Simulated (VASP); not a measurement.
# HfB2 (P6/mmm) in VASP: further runs

Runs on HfB2. Level: r2SCAN. Tasks: single point.

Program: VASP 6.6.1. These are calculated values, not measurements. Logs are shortened: lines on timing, memory, paths and dates and some standing lists are left out, and cuts for length are marked.

**1. The cell of the first run**

Symmetry: P6/mmm, No. 191, hexagonal system. The conventional cell has a = 3.181 Å, b = 3.181 Å, c = 3.526 Å, α = 90.00°, β = 90.00°, γ = 120.00°. Within 3.6 Å of Hf (site symmetry 6/mmm) lie 12 B at 2.55 Å and 8 Hf at 3.18 to 3.53 Å. B (site symmetry -6m2) has 3 B at 1.84 Å within 2.4 Å.

**2. Single point, r2SCAN**

POSCAR

```
HfB2
1.0
    3.1813205280      0.0000000000      0.0000000000
   -1.5906602640      2.7551046300      0.0000000000
    0.0000000000      0.0000000000      3.5257947253
Hf B
1 2
Direct
    0.0000000000      0.0000000000      0.0000000000
    0.3333333333      0.6666666667      0.5000000000
    0.6666666667      0.3333333333      0.5000000000
```

INCAR.step1

```
SYSTEM = HfB2
ALGO     = Normal         ! electronic algorithm
EDIFF    = 1E-4           ! SCF threshold, eV
ENCUT    = 520            ! plane-wave cutoff, eV
GGA      = PE             ! functional
ISMEAR   = 1              ! smearing method
LASPH    = .True.         ! aspherical terms in the spheres
LCHARG   = .False.        ! write CHGCAR
LREAL    = .False.        ! projectors in reciprocal space
LWAVE    = .True.         ! write WAVECAR
NBANDS   = 15             ! bands
NELM     = 60             ! most SCF steps
PREC     = Accurate       ! precision mode
SIGMA    = 0.1            ! smearing width, eV
```

INCAR.step2

```
SYSTEM = HfB2
ALGO     = Normal         ! electronic algorithm
EDIFF    = 1E-6           ! SCF threshold, eV
ENCUT    = 520            ! plane-wave cutoff, eV
ISIF     = 2              ! what is computed and relaxed
ISMEAR   = 1              ! smearing method
ISTART   = 1            
LASPH    = .True.         ! aspherical terms in the spheres
LCHARG   = .False.        ! write CHGCAR
LMIXTAU  = .True.       
LREAL    = .False.        ! projectors in reciprocal space
LWAVE    = .False.        ! write WAVECAR
METAGGA  = R2SCAN         ! meta-GGA
NBANDS   = 15             ! bands
NELM     = 60             ! most SCF steps
PREC     = Accurate       ! precision mode
SIGMA    = 0.1            ! smearing width, eV
```

KPOINTS

```
k-points
0
Gamma
  10 10 8
  0 0 0
```

Potentials or basis: VASP PAW PBE potentials, release 64 (Hf_pv, B).

Command:

```console
$ cat potpaw_PBE.64/Hf_pv/POTCAR potpaw_PBE.64/B/POTCAR > POTCAR
$ cp INCAR.step1 INCAR
$ mpirun -np 1 vasp_std > vasp.out
$ cp INCAR.step2 INCAR
$ mpirun -np 1 vasp_std > vasp.out
```

OUTCAR:

```text
SYSTEM = HfB2
   EDIFF = 1E-6
   ENCUT = 520
   ISIF = 2
   ISMEAR = 1
   ISTART = 1
   LASPH = .True.
   LREAL = .False.
   METAGGA = R2SCAN
   NELM = 60
   PREC = Accurate

 ion  position               nearest neighbor table
   1  0.000  0.000  0.000-   2 2.55   3 2.55   2 2.55   3 2.55   3 2.55   3 2.55   2 2.55   2 2.55
                             3 2.55   3 2.55   2 2.55   2 2.55
   2  0.333  0.667  0.500-   3 1.84   3 1.84   3 1.84   1 2.55   1 2.55   1 2.55   1 2.55   1 2.55
                             1 2.55
   3  0.667  0.333  0.500-   2 1.84   2 1.84   2 1.84   1 2.55   1 2.55   1 2.55   1 2.55   1 2.55
                             1 2.55

  LATTYP: Found a hexagonal cell.
 ALAT       =     3.1813205280
 C/A-ratio  =     1.1082802548

  Lattice vectors:

 A1 = (   3.1813205280,   0.0000000000,   0.0000000000)
 A2 = (  -1.5906602640,   2.7551046300,   0.0000000000)
 A3 = (   0.0000000000,   0.0000000000,   3.5257947253)

Analysis of symmetry for initial positions (statically):
=====================================================================
 Subroutine PRICEL returns:
 Original cell was already a primitive cell.

 Routine SETGRP: Setting up the symmetry group for a
 hexagonal supercell.

 Subroutine GETGRP returns: Found 24 space group operations
 (whereof 24 operations were pure point group operations)
 out of a pool of 24 trial point group operations.

The static configuration has the point symmetry D_6h.

Analysis of symmetry for dynamics (positions and initial velocities):
=====================================================================
 Subroutine PRICEL returns:
 Original cell was already a primitive cell.

 Routine SETGRP: Setting up the symmetry group for a
 hexagonal supercell.

 Subroutine GETGRP returns: Found 24 space group operations
 (whereof 24 operations were pure point group operations)
 out of a pool of 24 trial point group operations.

The dynamic configuration has the point symmetry D_6h.

 Subroutine INISYM returns: Found 24 space group operations
 (whereof 24 operations are pure point group operations),
 and found     1 'primitive' translations

----------------------------------------------------------------------------------------

                                     Primitive cell

  volume of cell :      30.9031

  direct lattice vectors                    reciprocal lattice vectors
     3.181320528  0.000000000  0.000000000     0.314334878  0.181481311  0.000000000
    -1.590660264  2.755104630  0.000000000     0.000000000  0.362962622  0.000000000
     0.000000000  0.000000000  3.525794725     0.000000000  0.000000000  0.283623999

  length of vectors
     3.181320528  3.181320732  3.525794725     0.362962645  0.362962622  0.283623999

  position of ions in fractional coordinates (direct lattice)
     0.000000000  0.000000000  0.000000000
     0.333333333  0.666666667  0.500000000
     0.666666667  0.333333333  0.500000000

  ion indices of the primitive-cell ions
   primitive index   ion index
                 1           1
                 2           2
                 3           3

----------------------------------------------------------------------------------------

 KPOINTS: k-points

Automatic generation of k-mesh.
 Grid dimensions read from file:
 generate k-points for:   10   10    8

 Generating k-lattice:

  Cartesian coordinates                     Fractional coordinates (reciprocal lattice)
     0.031433488  0.018148131  0.000000000     0.100000000  0.000000000  0.000000000
     0.000000000  0.036296262  0.000000000     0.000000000  0.100000000  0.000000000
     0.000000000  0.000000000  0.035453000     0.000000000  0.000000000  0.125000000

  Length of vectors
     0.036296265  0.036296262  0.035453000

  Shift w.r.t. Gamma in fractional coordinates (k-lattice)
     0.000000000  0.000000000  0.000000000

 Subroutine IBZKPT returns following result:
 ===========================================

 Found     70 irreducible k-points:

 Following reciprocal coordinates:
            Coordinates               Weight
  0.000000  0.000000  0.000000      1.000000
  0.100000  0.000000  0.000000      6.000000
  0.200000  0.000000  0.000000      6.000000
  0.300000  0.000000  0.000000      6.000000
  0.400000  0.000000  0.000000      6.000000
  0.500000  0.000000  0.000000      3.000000
[... 16 lines left out ...]
  0.300000  0.100000  0.125000     24.000000
  0.400000  0.100000  0.125000     24.000000
 [... further k-points ...]
   k-points           NKPTS =     70   k-points in BZ     NKDIM =     70   number of bands    NBANDS=     15
   number of dos      NEDOS =    301   number of ions     NIONS =      3
   total plane-waves  NPLWV =  16128
   dimension x,y,z NGX =    24 NGY =   24 NGZ =   28
   dimension x,y,z NGXF=    48 NGYF=   48 NGZF=   56
   ions per type =               1   2
   NGX,Y,Z   is equivalent  to a cutoff of  12.54, 12.54, 13.20 a.u.
   NGXF,Y,Z  is equivalent  to a cutoff of  25.08, 25.08, 26.40 a.u.
 SYSTEM =  HfB2
   PREC   = accura    normal or accurate (medium, high low for compatibility)
   ISTART =      1    job   : 0-new  1-cont  2-samecut
   ICHARG =      0    charge: 1-file 2-atom 10-const
   ISPIN  =      1    spin polarized calculation?
   LNONCOLLINEAR =      F non collinear calculations
   LSORBIT =      F    spin-orbit coupling
   LASPH  =      T    aspherical Exc in radial PAW
   ENCUT  =  520.0 eV  38.22 Ry    6.18 a.u.   5.92  5.92  6.56*2*pi/ulx,y,z
   NELM   =     60;   NELMIN=  2; NELMDL=  0     # of ELM steps
   EDIFF  = 0.1E-05   stopping-criterion for ELM
   LREAL  =      F    real-space projection
   EDIFFG = 0.1E-04   stopping-criterion for IOM
   NSW    =      0    number of steps for IOM
   IBRION =     -1    ionic relax: 0-MD 1-quasi-New 2-CG
   NFREE  =      0    steps in history (QN), initial steepest desc. (CG)
   ISIF   =      2    stress and relaxation
   ISYM   =      2    0-nonsym 1-usesym 2-fastsym
   POTIM  = 0.5000    time-step for ionic-motion
   TEBEG  =    0.0;   TEEND  =   0.0 temperature during run
   PSTRESS=    0.0 pullay stress
   NELECT =      16.0000    total number of electrons
   NUPDOWN=      -1.0000    fix difference up-down
   EMIN   =  10.00;   EMAX   =-10.00  energy-range for DOS
   EFERMI =   0.00;   METHOD = LEGACY
   ISMEAR =     1;   SIGMA  =   0.10  broadening in eV -4-tet -1-fermi 0-gaus
   EFERMI_NEDOS =   21; number of points for ismear=-14 and -15
   IALGO  =     38    algorithm
   IMIX   =      4    mixing-type and parameters
     AMIX     =   0.40;   BMIX     =  1.00
     AMIX_MAG =   1.60;   BMIX_MAG =  1.00
  volume/ion in A,a.u.               =      10.30        69.51
  Fermi-wavevector in a.u.,A,eV,Ry     =   1.314561  2.484160 23.511817  1.728070
  Thomas-Fermi vector in A             =   2.444805
   LORBIT       =      0    0 simple, 1 ext, 2 COOP (PROOUT), +10 PAW based schemes
   METAGGA = R2SCAN    functional components
   LHFCALC =     F    Hartree Fock is set to
   AEXX    =    0.0000 exact exchange contribution
   IVDW    =     0    specifies the selected vdW correction
   LEPSILON=     F    determine dielectric tensor
   LRPA    =     F    only Hartree local field effects (RPA)
 non-spin polarized calculation
 Methfessel and Paxton  Order N= 1 SIGMA  =   0.10
  energy-cutoff  :      520.00
  volume of cell :       30.90
 maximum number of plane-waves:       848
 NGX is ok and might be reduce to    24
   NGX = 11   NGY = 11   NGZ = 13

 number of electron      16.0000000 magnetization

 Free energy of the ion-electron system (eV)
  ---------------------------------------------------
  ext. energy  EPLUGINS =         0.00000000
  ---------------------------------------------------
  free energy    TOTEN  =       -63.04165975 eV

  energy without entropy =      -63.04114879  energy(sigma->0) =      -63.04148943

 E-fermi :   7.3015     XC(G=0): -13.3422

 val. band max:        7.2752875344   @ k =   0.2000   0.2000   0.1250
 cond. band min:       7.5588014183   @ k =   0.1000   0.1000   0.2500
 fundamental gap:      0.2835138839
 Fermi energy:         7.3014747917

 k-point     1 :       0.0000    0.0000    0.0000
  band No.  band energies     occupation
      1     -24.5977      2.00000
      2     -24.1406      2.00000
      3     -24.1406      2.00000
      4      -7.0267      2.00000
      5       4.3324      2.00000
      6       4.3998      2.00000
      7       4.4449      2.00000
      8       4.4449      2.00000
      9      11.4476      0.00000
     10      11.4476      0.00000
     11      12.1325      0.00000
     12      12.1325      0.00000
     13      12.2140      0.00000
     14      12.4229      0.00000
     15      12.4229      0.00000

 k-point     2 :       0.1000    0.0000    0.0000
  band No.  band energies     occupation
      1     -24.5864      2.00000
      2     -24.2097      2.00000
      3     -24.1559      2.00000
      4      -6.8095      2.00000
      5       3.7838      2.00000
      6       4.1764      2.00000
      7       4.4121      2.00000
      8       4.6110      2.00000
      9      10.7245      0.00000
     10      11.3006      0.00000
     11      11.3201      0.00000
     12      11.6812      0.00000
     13      13.0558      0.00000
     14      13.3124      0.00000
     15      13.8882      0.00000
[... 365 lines left out ...]
      3     -24.2977      2.00000
      4      -4.3850      2.00000
      5      -0.1276      2.00000
      6       2.7576      2.00000
      7       3.4340      2.00000
      8       5.6276      2.00000
      9       8.4825     -0.00000
     10      10.7509      0.00000
     11      11.6899      0.00000
     12      12.9424      0.00000
     13      14.8399      0.00000
     14      15.4440      0.00000
     15      18.2913      0.00000

 k-point    24 :       0.4000    0.1000    0.1250
  band No.  band energies     occupation
      1     -24.7829      2.00000
      2     -24.5086      2.00000
      3     -24.3322      2.00000
      4      -3.1226      2.00000
      5      -1.6840      2.00000
      6       2.5578      2.00000
      7       3.4870      2.00000
      8       5.1645      2.00000
      9       8.5556     -0.00000
     10      11.5272      0.00000
     11      11.5903      0.00000
     12      13.6588      0.00000
     13      14.8750      0.00000
     14      15.7697      0.00000
     15      18.2567      0.00000

 [... further k-points ...]

------------------------ aborting loop because EDIFF is reached ----------------------------------------

  FORCE on cell =-STRESS in cart. coord.  units (eV):
  Direction    XX          YY          ZZ          XY          YZ          ZX
  --------------------------------------------------------------------------------------
  -------------------------------------------------------------------------------------
  Total       -2.1993823     -2.1993826     -1.7257592      0.0000000     -0.0000000      0.0000000
  in kB     -114.0272772   -114.0272967    -89.4722256      0.0000000     -0.0000000      0.0000000
  external PRESSURE =    -105.8422665 kB  Pullay stress =       0.0000000 kB

 VOLUME and BASIS-vectors are now :
 -----------------------------------------------------------------------------
  energy-cutoff  :      520.00
  volume of cell :       30.90
      direct lattice vectors                 reciprocal lattice vectors
     3.181320528  0.000000000  0.000000000     0.314334878  0.181481311  0.000000000
    -1.590660264  2.755104630  0.000000000     0.000000000  0.362962622  0.000000000
     0.000000000  0.000000000  3.525794725     0.000000000  0.000000000  0.283623999

 POSITION                                       TOTAL-FORCE (eV/Angst)
 -----------------------------------------------------------------------------------
      0.00000      0.00000      0.00000        -0.000000     -0.000000      0.000000
     -0.00000      1.83674      1.76290         0.000000     -0.000000     -0.000000
      1.59066      0.91837      1.76290         0.000000      0.000000      0.000000
 -----------------------------------------------------------------------------------
    total drift:                               -0.000000      0.000000     -0.000000

  FREE ENERGIE OF THE ION-ELECTRON SYSTEM (eV)
  ---------------------------------------------------
  free  energy   TOTEN  =       -63.0416597498 eV

  energy  without entropy=      -63.0411487885  energy(sigma->0) =      -63.04148943
```

Wall time 1.8 min (1 thread of Intel Xeon 8259CL, shared host); peak memory 0.17 GiB.

Results:

```yaml
Free_energy: -63.0417 eV
Pressure: -10.6 GPa
Band_gap_on_the_k_mesh: zero (bands 8 and 9 overlap by 0.83 eV)
```

Stress tensor (GPa, compression positive):
```
-11.40   0.00   0.00
  0.00 -11.40   0.00
  0.00   0.00  -8.95
```

Levels at points of the mesh, in eV from the Fermi level:
```
           k point  band 4  band 5  band 6  band 7  band 8  band 9  band 10  band 11  band 12  band 13
(0.00, 0.00, 0.00)  -14.33   -2.97   -2.90   -2.86   -2.86    4.15     4.15     4.83     4.83     4.91
(0.50, 0.00, 0.00)  -10.06   -9.66   -4.11   -3.53   -2.75    2.20     2.86     5.66     5.78     6.28
(0.00, 0.00, 0.50)  -12.07   -8.58   -1.14   -1.14    0.44    0.44     1.15     1.15     2.41     5.33
(0.50, 0.00, 0.50)  -10.77   -7.92   -4.99   -4.72   -2.98    4.00     4.31     6.28     7.19     7.44
```

Caveat: the cell stands under tension; the PAW data sets were made with another functional, which shifts forces and pressure a little; spin-orbit coupling is left out, which moves the levels of the heavy elements.

**3. Single point, r2SCAN**

This run uses another cell than the first one, of 10.60 Å³/atom.

POSCAR

```
HfB2
1.0
    3.2116206424      0.0000000000      0.0000000000
   -1.6058103212      2.7813453010      0.0000000000
    0.0000000000      0.0000000000      3.5593757438
Hf B
1 2
Direct
    0.0000000000      0.0000000000      0.0000000000
    0.3333333333      0.6666666667      0.5000000000
    0.6666666667      0.3333333333      0.5000000000
```

INCAR.step1

```
SYSTEM = HfB2
PREC = Accurate
ENCUT = 520
ISMEAR = 1
SIGMA = 0.1
LREAL = .FALSE.
LASPH = .TRUE.
NELM = 100
NBANDS = 15
GGA = PE
ALGO = Normal
EDIFF = 1E-4
LWAVE = .TRUE.
LCHARG = .FALSE.
```

INCAR.step2

```
SYSTEM = HfB2
PREC = Accurate
ENCUT = 520
EDIFF = 1E-7
ISMEAR = 1
SIGMA = 0.1
LREAL = .FALSE.
LASPH = .TRUE.
NELM = 100
ALGO = Normal
ISIF = 2
LWAVE = .FALSE.
LCHARG = .TRUE.
METAGGA = R2SCAN
LMIXTAU = .TRUE.
LELF = .TRUE.
LVHAR = .TRUE.
NBANDS = 15
ISTART = 1
```

KPOINTS

```
regular mesh
0
G
  10 10 8
  0 0 0
```

Potentials or basis: VASP PAW PBE potentials, release 64 (Hf_pv, B).

Command:

```console
$ cat potpaw_PBE.64/Hf_pv/POTCAR potpaw_PBE.64/B/POTCAR > POTCAR
$ cp INCAR.step1 INCAR
$ mpirun -np 1 vasp_std > vasp.out
$ cp INCAR.step2 INCAR
$ mpirun -np 1 vasp_std > vasp.out
```

Run time: 2.8 min. Hardware: 1 thread of Intel Xeon 8259CL, shared host; peak memory 0.17 GiB.

It converged, with:

```yaml
Free_energy: -62.9666 eV
Pressure: -16.5 GPa
Band_gap_on_the_k_mesh: zero (bands 8 and 9 overlap by 0.80 eV)
```

Stress tensor (GPa, compression positive):
```
-17.58   0.00   0.00
  0.00 -17.58   0.00
  0.00   0.00 -14.31
```

Levels at points of the mesh, in eV from the Fermi level:
| k point | band 6 | band 7 | band 8 | band 9 | band 10 | band 11 |
| --- | --- | --- | --- | --- | --- | --- |
| (0.00, 0.00, 0.00) | -2.84 | -2.80 | -2.80 | 4.00 | 4.00 | 4.67 |
| (0.50, 0.00, 0.00) | -4.01 | -3.49 | -2.68 | 2.13 | 2.77 | 5.43 |
| (0.00, 0.00, 0.50) | -1.14 | -1.14 | 0.43 | 0.43 | 1.12 | 1.12 |
| (0.50, 0.00, 0.50) | -4.90 | -4.63 | -3.03 | 3.84 | 4.14 | 6.05 |

Caveat: the cell stands under tension; the PAW data sets were made with another functional, which shifts forces and pressure a little; spin-orbit coupling is left out, which moves the levels of the heavy elements.
